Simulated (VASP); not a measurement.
Write the native input for VASP 6.6.1 that does the following.

- Task: relaxation of cell and atoms
- Functional: PBE
- Potentials or basis: VASP PAW PBE potentials, release 64 (Ta_pv, Al, N)
- Cutoff: 600 eV
- k mesh: 12 × 12 × 14
- Occupations: gaussian, width 0.1 eV
- Spin: no spin polarisation
- Dipole correction: no
- Further INCAR settings: ALGO = Normal; EDIFF = 1e-06; IBRION = 2; EDIFFG = -0.01; NSW = 100; ISIF = 3

The structure of Ta2AlN3 lies in POSCAR:

```
Ta2AlN3
1.0
    5.1743825118      0.0000000000      0.0000000000
   -2.5871912559      4.4811467041      0.0000000000
    0.0000000000      0.0000000000      2.8455805969
Ta Al N
2 1 3
Direct
    0.3333333333      0.6666666667      0.5000000000
    0.0000000000      0.0000000000      0.0000000000
    0.6666666667      0.3333333333      0.5000000000
    0.3979951094      0.0054789759      0.0000000000
    0.6074838665      0.6020048906      0.0000000000
    0.9945210241      0.3925161335      0.0000000000
```

The input as run:

INCAR

```
SYSTEM = Ta2AlN3
PREC = Accurate
ENCUT = 600
EDIFF = 1E-6
ISMEAR = 0
SIGMA = 0.1
LREAL = .FALSE.
LASPH = .TRUE.
NELM = 60
ALGO = Normal
ISIF = 3
LWAVE = .FALSE.
LCHARG = .FALSE.
GGA = PE
IBRION = 2
NSW = 100
EDIFFG = -0.01
```

KPOINTS

```
regular mesh
0
G
  12 12 14
  0 0 0
```

Potentials or basis: VASP PAW PBE potentials, release 64 (Ta_pv, Al, N).

Launch:

```console
$ cat potpaw_PBE.64/Ta_pv/POTCAR potpaw_PBE.64/Al/POTCAR potpaw_PBE.64/N/POTCAR > POTCAR
$ mpirun -np 1 vasp_std > vasp.out
```

It gave:

```
Relaxed volume                        : 11.01 Å³/atom
Relaxed cell                          : a = 5.173 Å, b = 5.173 Å, c = 2.851 Å, α = 90.00°, β = 90.00°, γ = 120.00°
Space group after relaxing (to 0.1 Å) : P-6 (No. 174)
Energy gained by relaxing             : 0.1 meV/atom
Ionic steps                           : 9
Pressure after relaxing               : 0.0 GPa
Largest force after relaxing          : 0.004 eV/Å
Band gap on the k mesh                : zero (bands 20 and 21 overlap by 0.66 eV)
```

Caveat: spin-orbit coupling is left out, which moves the levels of the heavy elements.

Wall time 26 min on 1 thread of Intel(R) Xeon(R) Platinum 8259CL CPU @ 2.50GHz (Skylake/Cascade Lake) (shared host), peak memory 0.5 GiB.
